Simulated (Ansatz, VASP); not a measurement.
## Two plane-wave programs on ZrS

File INCAR:

```
SYSTEM = ZrS
  PREC = Accurate
  ENCUT = 520
  EDIFF = 1E-6
  ISMEAR = 0
  SIGMA = 0.15
  LREAL = .FALSE.
  LASPH = .TRUE.
  NELM = 80
  ALGO = Normal
  ISIF = 2
  LWAVE = .FALSE.
  LCHARG = .FALSE.
  GGA = CA
  NBANDS = 16
```

The input KPOINTS:

```
Automatic mesh
0
G
  16 16 16
  0 0 0
```

File POSCAR:

```
ZrS
1.0
    0.0000000000      2.6778247739      2.6778247739
    2.6778247739      0.0000000000      2.6778247739
    2.6778247739      2.6778247739      0.0000000000
Zr S
1 1
Direct
    0.0000000000      0.0000000000      0.0000000000
    0.5000000000      0.5000000000      0.5000000000
```

Input for Ansatz:

```yaml
crystal:
  lattice:
    - [0.0, 2.6778247739, 2.6778247739]
    - [2.6778247739, 0.0, 2.6778247739]
    - [2.6778247739, 2.6778247739, 0.0]
  atoms:
    - { symbol: Zr, position: [0.0, 0.0, 0.0] }
    - { symbol: S, position: [0.5, 0.5, 0.5] }
basis:
  ecutwfc: 420
kpoints:
  mp_grid: { grid: [16, 16, 16] }
hamiltonian:
  xc: lda
  pseudopotentials: { kind: paw, azcp: { folder: soft_1 } }
scf:
  occupations: { method: gaussian, width: 0.15 }
  lower_state_search: "off"
output:
  forces: true
  stress: true
  eigenvalues: true
```

Alike in both runs: task single point; functional LDA; k mesh 16 × 16 × 16; occupations gaussian, width 0.15 eV; no spin polarisation.

```csv
,VASP,Ansatz
version,VASP 6.6.1,Ansatz 0.2.0
potentials or method,"VASP PAW LDA potentials, release 64 (Zr_sv, S), cutoff 520 eV","scalar-relativistic, plane waves, PAW"
valence electrons in the cell,18,18
```

Ansatz gave:

* gap on the k mesh at the Fermi level (eV): none
* pressure (GPa): -14.9

Problem. What did VASP give for the same quantities?

Solution. gap on the k mesh at the Fermi level (eV): none; pressure (GPa): -14.8.

Ansatz warns that its potentials were made for another functional, while VASP's fit it. LDA's correlation is that of Perdew and Zunger in VASP and of Perdew and Wang (1992) in Ansatz. A gap of «none» marks a metal or a gap that the smearing closes.
